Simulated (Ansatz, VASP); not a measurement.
V in VASP and in Ansatz

File INCAR:

```
SYSTEM = V
ALGO = Fast
EDIFF = 1E-7
ENCUT = 520
GGA = PE
ISIF = 2
ISMEAR = 0
LASPH = .True.
LCHARG = .False.
LREAL = .False.
LWAVE = .False.
NBANDS = 20
NELM = 100
PREC = Accurate
SIGMA = 0.15
```

The input KPOINTS:

```
k-points
0
Gamma
  21 21 10
  0 0 0
```

The input POSCAR:

```
V
1.0
    2.6042941027      0.0000000000      0.0000000000
   -1.3021470513      2.2553848518      0.0000000000
    0.0000000000      0.0000000000      4.4871692000
V
2
Direct
    0.6666666667      0.3333333333      0.7500000000
    0.3333333333      0.6666666667      0.2500000000
```

Input for Ansatz:

```yaml
crystal:
  lattice:
    - [2.6042941027, 0.0, 0.0]
    - [-1.3021470513, 2.2553848518, 0.0]
    - [0.0, 0.0, 4.4871692]
  atoms:
    - { symbol: V, position: [0.6666666667, 0.3333333333, 0.75] }
    - { symbol: V, position: [0.3333333333, 0.6666666667, 0.25] }
basis:
  ecutwfc: 420
kpoints:
  mp_grid: { grid: [21, 21, 10] }
hamiltonian:
  xc: pbe
scf:
  occupations: { method: gaussian, width: 0.15 }
output:
  forces: true
  stress: true
  eigenvalues: true
```

Change from the starting cell: strain +0.000 along x and y, -0.050 along z, atoms carried along.

Alike in both runs: task single point; functional PBE; k mesh 21 × 21 × 10; occupations gaussian, width 0.15 eV; no spin polarisation.

|  | VASP | Ansatz |
| --- | --- | --- |
| version | VASP 6.6.1 | Ansatz 0.2.0 |
| potentials or method | VASP PAW PBE potentials, release 64 (V_sv), cutoff 520 eV | scalar-relativistic, plane waves, PAW |
| valence electrons in the cell | 26 | 26 |

Ansatz gave:

```
gap on the k mesh at the Fermi level (eV)                     : none
pressure (GPa)                                                : 9.5
traceless stress, the component that is largest in VASP (GPa) : 4.63
```

Question: What did VASP give for the same quantities?

Answer: gap on the k mesh at the Fermi level (eV): none; pressure (GPa): 9.7; traceless stress, the component that is largest in VASP (GPa): 4.62.

A gap of «none» marks a metal or a gap that the smearing closes.
